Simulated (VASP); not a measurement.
# Hf3TiN4 (Pm-3m) in VASP: further runs

The runs below take Hf3TiN4 through single point, with PBE.

Everything below comes from runs of VASP 6.6.1. Logs are shortened: lines on timing, memory, paths and dates and some standing lists are left out, and cuts for length are marked.

## (1) The cell of the first run

It takes space group Pm-3m (No. 221, cubic). The conventional cell has a = 4.399 Å, b = 4.399 Å, c = 4.399 Å, α = 90.00°, β = 90.00°, γ = 90.00°. Within 2.9 Å of Hf (site symmetry 4/mmm) lie 6 N at 2.20 Å. Ti (site symmetry m-3m) has 6 N at 2.20 Å within 2.9 Å. Within 2.9 Å of N (site symmetry 4/mmm) lie 4 Hf at 2.20 Å and 2 Ti at 2.20 Å. Within 2.9 Å of N (site symmetry m-3m) lie 6 Hf at 2.20 Å.

## (2) Single point, PBE (10.64 Å³/atom)

INCAR

```
SYSTEM = Hf3TiN4
PREC = Accurate
ENCUT = 520
EDIFF = 1E-6
ISMEAR = 0
SIGMA = 0.1
LREAL = .False.
LASPH = .True.
NELM = 80
ALGO = Normal
ISIF = 2
LWAVE = .False.
LCHARG = .True.
GGA = PE
LELF = .True.
LVHAR = .True.
NBANDS = 41
```

KPOINTS

```
Automatic mesh
0
Gamma
  8 8 8
  0 0 0
```

POSCAR

```
Hf3TiN4
1.0
    4.3987965479      0.0000000000      0.0000000000
    0.0000000000      4.3987965479      0.0000000000
    0.0000000000      0.0000000000      4.3987965479
Hf Ti N
3 1 4
Direct
    0.5000000000      0.0000000000      0.0000000000
    0.0000000000      0.0000000000      0.5000000000
    0.0000000000      0.5000000000      0.0000000000
    0.5000000000      0.5000000000      0.5000000000
    0.0000000000      0.5000000000      0.5000000000
    0.5000000000      0.5000000000      0.0000000000
    0.0000000000      0.0000000000      0.0000000000
    0.5000000000      0.0000000000      0.5000000000
```

Potentials or basis: VASP PAW PBE potentials, release 64 (Hf_pv, Ti_sv, N).

On the command line:

```
$ cat potpaw_PBE.64/Hf_pv/POTCAR potpaw_PBE.64/Ti_sv/POTCAR potpaw_PBE.64/N/POTCAR > POTCAR
$ mpirun -np 1 vasp_std > vasp.out
```

OUTCAR:

```text
SYSTEM = Hf3TiN4
   PREC = Accurate
   ENCUT = 520
   EDIFF = 1E-6
   ISMEAR = 0
   LREAL = .False.
   LASPH = .True.
   NELM = 80
   ISIF = 2
   GGA = PE

 ion  position               nearest neighbor table
   1  0.500  0.000  0.000-   6 2.20   7 2.20   8 2.20   8 2.20   6 2.20   7 2.20   2 3.11   4 3.11
                             2 3.11   3 3.11   4 3.11   3 3.11   4 3.11   2 3.11   3 3.11   4 3.11
   2  0.000  0.000  0.500-   5 2.20   7 2.20   8 2.20   7 2.20   5 2.20   8 2.20   1 3.11   3 3.11
                             1 3.11   3 3.11   4 3.11   3 3.11   3 3.11   1 3.11   4 3.11   4 3.11
   3  0.000  0.500  0.000-   5 2.20   6 2.20   7 2.20   5 2.20   7 2.20   6 2.20   2 3.11   4 3.11
                             1 3.11   1 3.11   2 3.11   2 3.11   2 3.11   1 3.11   4 3.11   4 3.11
   4  0.500  0.500  0.500-   5 2.20   6 2.20   8 2.20   6 2.20   8 2.20   5 2.20   1 3.11   3 3.11
                             1 3.11   1 3.11   2 3.11   2 3.11   1 3.11   2 3.11   3 3.11   3 3.11
   5  0.000  0.500  0.500-   2 2.20   3 2.20   4 2.20   3 2.20   2 2.20   4 2.20
   6  0.500  0.500  0.000-   1 2.20   3 2.20   4 2.20   4 2.20   1 2.20   3 2.20
   7  0.000  0.000  0.000-   1 2.20   2 2.20   3 2.20   2 2.20   3 2.20   1 2.20
   8  0.500  0.000  0.500-   1 2.20   2 2.20   4 2.20   1 2.20   4 2.20   2 2.20

  LATTYP: Found a simple cubic cell.
 ALAT       =     4.3987965479

  Lattice vectors:

 A1 = (   4.3987965479,   0.0000000000,   0.0000000000)
 A2 = (   0.0000000000,   4.3987965479,   0.0000000000)
 A3 = (   0.0000000000,   0.0000000000,   4.3987965479)

Analysis of symmetry for initial positions (statically):
=====================================================================
 Subroutine PRICEL returns:
 Original cell was already a primitive cell.

 Routine SETGRP: Setting up the symmetry group for a
 simple cubic supercell.

 Subroutine GETGRP returns: Found 48 space group operations
 (whereof 48 operations were pure point group operations)
 out of a pool of 48 trial point group operations.

The static configuration has the point symmetry O_h .

Analysis of symmetry for dynamics (positions and initial velocities):
=====================================================================
 Subroutine PRICEL returns:
 Original cell was already a primitive cell.

 Routine SETGRP: Setting up the symmetry group for a
 simple cubic supercell.

 Subroutine GETGRP returns: Found 48 space group operations
 (whereof 48 operations were pure point group operations)
 out of a pool of 48 trial point group operations.

The dynamic configuration has the point symmetry O_h .

 Subroutine INISYM returns: Found 48 space group operations
 (whereof 48 operations are pure point group operations),
 and found     1 'primitive' translations

----------------------------------------------------------------------------------------

                                     Primitive cell

  volume of cell :      85.1141

  direct lattice vectors                    reciprocal lattice vectors
     4.398796548  0.000000000  0.000000000     0.227334906  0.000000000  0.000000000
     0.000000000  4.398796548  0.000000000     0.000000000  0.227334906  0.000000000
     0.000000000  0.000000000  4.398796548     0.000000000  0.000000000  0.227334906

  length of vectors
     4.398796548  4.398796548  4.398796548     0.227334906  0.227334906  0.227334906

  position of ions in fractional coordinates (direct lattice)
     0.500000000  0.000000000  0.000000000
     0.000000000  0.000000000  0.500000000
     0.000000000  0.500000000  0.000000000
     0.500000000  0.500000000  0.500000000
     0.000000000  0.500000000  0.500000000
     0.500000000  0.500000000  0.000000000
     0.000000000  0.000000000  0.000000000
     0.500000000  0.000000000  0.500000000

  ion indices of the primitive-cell ions
   primitive index   ion index
                 1           1
                 2           2
                 3           3
                 4           4
                 5           5
                 6           6
                 7           7
                 8           8

----------------------------------------------------------------------------------------

 KPOINTS: Automatic mesh

Automatic generation of k-mesh.
 Grid dimensions read from file:
 generate k-points for:    8    8    8

 Generating k-lattice:

  Cartesian coordinates                     Fractional coordinates (reciprocal lattice)
     0.028416863  0.000000000  0.000000000     0.125000000  0.000000000  0.000000000
     0.000000000  0.028416863  0.000000000     0.000000000  0.125000000  0.000000000
     0.000000000  0.000000000  0.028416863     0.000000000  0.000000000  0.125000000

  Length of vectors
     0.028416863  0.028416863  0.028416863

  Shift w.r.t. Gamma in fractional coordinates (k-lattice)
     0.000000000  0.000000000  0.000000000

 Subroutine IBZKPT returns following result:
 ===========================================

 Found     35 irreducible k-points:

 Following reciprocal coordinates:
            Coordinates               Weight
  0.000000  0.000000  0.000000      1.000000
  0.125000  0.000000  0.000000      6.000000
  0.250000  0.000000  0.000000      6.000000
  0.375000  0.000000  0.000000      6.000000
  0.500000  0.000000  0.000000      3.000000
  0.125000  0.125000  0.000000     12.000000
[... 16 lines left out ...]
  0.375000  0.375000  0.125000     24.000000
  0.500000  0.375000  0.125000     24.000000
 [... further k-points ...]
   k-points           NKPTS =     35   k-points in BZ     NKDIM =     35   number of bands    NBANDS=     41
   number of dos      NEDOS =    301   number of ions     NIONS =      8
   total plane-waves  NPLWV =  46656
   dimension x,y,z NGX =    36 NGY =   36 NGZ =   36
   dimension x,y,z NGXF=    72 NGYF=   72 NGZF=   72
   ions per type =               3   1   4
   NGX,Y,Z   is equivalent  to a cutoff of  13.61, 13.61, 13.61 a.u.
   NGXF,Y,Z  is equivalent  to a cutoff of  27.21, 27.21, 27.21 a.u.
 SYSTEM =  Hf3TiN4
   PREC   = accura    normal or accurate (medium, high low for compatibility)
   ISTART =      0    job   : 0-new  1-cont  2-samecut
   ICHARG =      2    charge: 1-file 2-atom 10-const
   ISPIN  =      1    spin polarized calculation?
   LNONCOLLINEAR =      F non collinear calculations
   LSORBIT =      F    spin-orbit coupling
   LASPH  =      T    aspherical Exc in radial PAW
   ENCUT  =  520.0 eV  38.22 Ry    6.18 a.u.   8.18  8.18  8.18*2*pi/ulx,y,z
   NELM   =     80;   NELMIN=  2; NELMDL= -5     # of ELM steps
   EDIFF  = 0.1E-05   stopping-criterion for ELM
   LREAL  =      F    real-space projection
   EDIFFG = 0.1E-04   stopping-criterion for IOM
   NSW    =      0    number of steps for IOM
   IBRION =     -1    ionic relax: 0-MD 1-quasi-New 2-CG
   NFREE  =      0    steps in history (QN), initial steepest desc. (CG)
   ISIF   =      2    stress and relaxation
   ISYM   =      2    0-nonsym 1-usesym 2-fastsym
   POTIM  = 0.5000    time-step for ionic-motion
   TEBEG  =    0.0;   TEEND  =   0.0 temperature during run
   PSTRESS=    0.0 pullay stress
   NELECT =      62.0000    total number of electrons
   NUPDOWN=      -1.0000    fix difference up-down
   EMIN   =  10.00;   EMAX   =-10.00  energy-range for DOS
   EFERMI =   0.00;   METHOD = LEGACY
   ISMEAR =     0;   SIGMA  =   0.10  broadening in eV -4-tet -1-fermi 0-gaus
   EFERMI_NEDOS =   21; number of points for ismear=-14 and -15
   IALGO  =     38    algorithm
   IMIX   =      4    mixing-type and parameters
     AMIX     =   0.40;   BMIX     =  1.00
     AMIX_MAG =   1.60;   BMIX_MAG =  1.00
  volume/ion in A,a.u.               =      10.64        71.80
  Fermi-wavevector in a.u.,A,eV,Ry     =   1.473007  2.783580 29.521241  2.169750
  Thomas-Fermi vector in A             =   2.587953
   LORBIT       =      0    0 simple, 1 ext, 2 COOP (PROOUT), +10 PAW based schemes
   GGA     = PE    functional components
   LHFCALC =     F    Hartree Fock is set to
   AEXX    =    0.0000 exact exchange contribution
   IVDW    =     0    specifies the selected vdW correction
   LEPSILON=     F    determine dielectric tensor
   LRPA    =     F    only Hartree local field effects (RPA)
 non-spin polarized calculation
 Gauss-broadening in eV      SIGMA  =   0.10
  energy-cutoff  :      520.00
  volume of cell :       85.11
 maximum number of plane-waves:      2320
 NGX is ok and might be reduce to    36
   NGX = 17   NGY = 17   NGZ = 17

 number of electron      62.0000007 magnetization

 Free energy of the ion-electron system (eV)
  ---------------------------------------------------
  ext. energy  EPLUGINS =         0.00000000
  ---------------------------------------------------
  free energy    TOTEN  =       -84.55716565 eV

  energy without entropy =      -84.53870861  energy(sigma->0) =      -84.54793713

 E-fermi :   9.3172     XC(G=0): -12.9768

 val. band max:        9.2964897395   @ k =   0.1250   0.1250   0.1250
 cond. band min:       9.3431010034   @ k =   0.1250   0.1250   0.1250
 fundamental gap:      0.0466112639
 Fermi energy:         9.3171884203

 k-point     1 :       0.0000    0.0000    0.0000
  band No.  band energies     occupation
      1     -48.4874      2.00000
      2     -24.8172      2.00000
      3     -24.8172      2.00000
      4     -24.8172      2.00000
      5     -22.2866      2.00000
      6     -22.2866      2.00000
[... 33 lines left out ...]
     40      12.6979      0.00000
     41      13.0865      0.00000

 k-point     2 :       0.1250    0.0000    0.0000
  band No.  band energies     occupation
      1     -48.4873      2.00000
      2     -24.8173      2.00000
      3     -24.8160      2.00000
      4     -24.8160      2.00000
      5     -22.2724      2.00000
      6     -22.2724      2.00000
[... 957 lines left out ...]
     40      13.3418      0.00000
     41      13.5045      0.00000

 k-point    24 :       0.5000    0.3750    0.1250
  band No.  band energies     occupation
      1     -48.4870      2.00000
      2     -24.8318      2.00000
      3     -24.8304      2.00000
      4     -24.8088      2.00000
      5     -22.4340      2.00000
      6     -22.2834      2.00000
[... 33 lines left out ...]
     40      12.9336      0.00000
     41      13.2987      0.00000

 [... further k-points ...]

------------------------ aborting loop because EDIFF is reached ----------------------------------------

  FORCE on cell =-STRESS in cart. coord.  units (eV):
  Direction    XX          YY          ZZ          XY          YZ          ZX
  --------------------------------------------------------------------------------------
  -------------------------------------------------------------------------------------
  Total        8.8174933      8.8174933      8.8174933     -0.0000000      0.0000000      0.0000000
  in kB      165.9793630    165.9793630    165.9793630     -0.0000000      0.0000000      0.0000000
  external PRESSURE =     165.9793630 kB  Pullay stress =       0.0000000 kB

 VOLUME and BASIS-vectors are now :
 -----------------------------------------------------------------------------
  energy-cutoff  :      520.00
  volume of cell :       85.11
      direct lattice vectors                 reciprocal lattice vectors
     4.398796548  0.000000000  0.000000000     0.227334906  0.000000000  0.000000000
     0.000000000  4.398796548  0.000000000     0.000000000  0.227334906  0.000000000
     0.000000000  0.000000000  4.398796548     0.000000000  0.000000000  0.227334906

 POSITION                                       TOTAL-FORCE (eV/Angst)
 -----------------------------------------------------------------------------------
      2.19940      0.00000      0.00000         0.000000      0.000000      0.000000
      0.00000      0.00000      2.19940         0.000000      0.000000      0.000000
      0.00000      2.19940      0.00000         0.000000      0.000000      0.000000
      2.19940      2.19940      2.19940         0.000000      0.000000      0.000000
      0.00000      2.19940      2.19940         0.000000      0.000000      0.000000
      2.19940      2.19940      0.00000         0.000000      0.000000      0.000000
      0.00000      0.00000      0.00000         0.000000      0.000000      0.000000
      2.19940      0.00000      2.19940         0.000000      0.000000      0.000000
 -----------------------------------------------------------------------------------
    total drift:                                0.000000      0.000000      0.000000

  FREE ENERGIE OF THE ION-ELECTRON SYSTEM (eV)
  ---------------------------------------------------
  free  energy   TOTEN  =       -84.5571656486 eV

  energy  without entropy=      -84.5387086063  energy(sigma->0) =      -84.54793713
```

Wall time 2.8 min (1 thread of Intel Xeon Platinum 8124M at 3.00GHz (Skylake/Cascade Lake), shared host); peak memory 0.27 GiB.

Results:

```yaml
Free_energy: -84.5572 eV
Pressure: 16.6 GPa
Band_gap_on_the_k_mesh: zero (bands 31 and 32 overlap by 4.24 eV)
```

Caveat: the cell stands under pressure; spin-orbit coupling is left out, which moves the levels of the heavy elements.

## (3) Single point, PBE (10.98 Å³/atom)

This run uses another cell than the first one, of 10.98 Å³/atom.

INCAR

```
PREC = Accurate
ENCUT = 520
EDIFF = 1E-7
ISMEAR = 0
SIGMA = 0.1
LREAL = False
LASPH = True
NELM = 60
ALGO = Normal
ISIF = 2
LWAVE = False
LCHARG = False
GGA = PE
NBANDS = 41
```

KPOINTS

```
regular mesh
0
Gamma
  8 8 8
```

Edit POSCAR of step 2 so:

```diff
@@ -2,5 +2,5 @@
 1.0
-    4.3987965479      0.0000000000      0.0000000000
-    0.0000000000      4.3987965479      0.0000000000
-    0.0000000000      0.0000000000      4.3987965479
+    4.4451030724      0.0000000000      0.0000000000
+    0.0000000000      4.4451030724      0.0000000000
+    0.0000000000      0.0000000000      4.4451030724
 Hf Ti N
```

Potentials or basis: VASP PAW PBE potentials, release 64 (Hf_pv, Ti_sv, N).

On the command line:

```
$ cat potpaw_PBE.64/Hf_pv/POTCAR potpaw_PBE.64/Ti_sv/POTCAR potpaw_PBE.64/N/POTCAR > POTCAR
$ mpirun -np 1 vasp_std > vasp.out
```

It took 3 min on 1 thread of Intel Xeon Platinum 8124M at 3.00GHz (Skylake/Cascade Lake), shared host; peak memory 0.27 GiB.

The run converged. Its results:

| Quantity | Value |
| --- | --- |
| Free energy | -84.7541 eV |
| Pressure | 6.6 GPa |
| Band gap on the k mesh | zero (bands 31 and 32 overlap by 4.13 eV) |

Levels at points of the mesh, in eV from the Fermi level:
| k point | band 29 | band 30 | band 31 | band 32 | band 33 | band 34 |
| --- | --- | --- | --- | --- | --- | --- |
| (0.00, 0.00, 0.00) | -3.28 | -2.70 | -2.70 | -2.70 | -0.39 | -0.39 |
| (0.50, 0.00, 0.00) | -3.59 | -2.37 | -2.10 | 0.63 | 0.63 | 1.26 |
| (0.50, 0.50, 0.00) | -4.89 | 0.78 | 0.78 | 1.41 | 1.86 | 2.09 |
| (0.50, 0.50, 0.50) | -5.40 | 1.42 | 1.42 | 1.42 | 3.80 | 3.80 |

Caveat: the cell stands under pressure; spin-orbit coupling is left out, which moves the levels of the heavy elements.

## (4) Single point, PBE

This run uses another cell than the first one, of 11.32 Å³/atom.

INCAR

```
SYSTEM = Hf3TiN4
ALGO = Normal ; EDIFF = 1E-6
ENCUT = 520 ; GGA = PE
ISIF = 2 ; ISMEAR = 0
LASPH = .True. ; LCHARG = .False.
LREAL = .False. ; LWAVE = .False.
NBANDS = 41 ; NELM = 100
PREC = Accurate ; SIGMA = 0.1
```

KPOINTS

```
k-points
0
Gamma
  8 8 8
  0 0 0
```

Edit POSCAR of step 3 so:

```diff
@@ -2,5 +2,5 @@
 1.0
-    4.4451030724      0.0000000000      0.0000000000
-    0.0000000000      4.4451030724      0.0000000000
-    0.0000000000      0.0000000000      4.4451030724
+    4.4904644000      0.0000000000      0.0000000000
+    0.0000000000      4.4904644000      0.0000000000
+    0.0000000000      0.0000000000      4.4904644000
 Hf Ti N
```

On the command line:

```
$ cat potpaw_PBE.64/Hf_pv/POTCAR potpaw_PBE.64/Ti_sv/POTCAR potpaw_PBE.64/N/POTCAR > POTCAR
$ mpirun -np 1 vasp_std > vasp.out
```

Wall time 2.7 min (1 thread of Intel Xeon Platinum 8124M at 3.00GHz (Skylake/Cascade Lake), shared host); peak memory 0.28 GiB.

It converged, with:

* Free energy: -84.7951 eV
* Pressure: -1.8 GPa
* Band gap on the k mesh: zero (bands 31 and 32 overlap by 4.02 eV)

Levels at points of the mesh, in eV from the Fermi level:
| k point | band 29 | band 30 | band 31 | band 32 | band 33 | band 34 |
| --- | --- | --- | --- | --- | --- | --- |
| (0.00, 0.00, 0.00) | -3.27 | -2.67 | -2.67 | -2.67 | -0.37 | -0.37 |
| (0.50, 0.00, 0.00) | -3.54 | -2.28 | -2.01 | 0.60 | 0.60 | 1.19 |
| (0.50, 0.50, 0.00) | -4.82 | 0.75 | 0.75 | 1.34 | 1.75 | 2.02 |
| (0.50, 0.50, 0.50) | -5.25 | 1.35 | 1.35 | 1.35 | 3.65 | 3.65 |

Caveat: spin-orbit coupling is left out, which moves the levels of the heavy elements.

## (5) Overview

| cell | gap on the mesh (eV) | pressure (GPa) |
| --- | --- | --- |
| a = 4.399 Å, 8 atoms | none | 16.6 |
| a = 4.445 Å, 8 atoms | none | 6.6 |
| a = 4.490 Å, 8 atoms | none | -1.8 |

Alike in all rows: task single point; level PBE; potentials or basis VASP PAW PBE potentials, release 64 (Hf_pv, Ti_sv, N); no spin polarisation; k mesh 8 × 8 × 8; cutoff (eV) 520; smearing gaussian 0.1 eV.

Caveats: spin-orbit coupling is left out, which moves the levels of the heavy elements; the cell stands under pressure (at least some runs).

Absolute energies hang on the potentials; compare differences alone.

The gap in the log of VASP goes by the Fermi energy; the results here count the filled bands.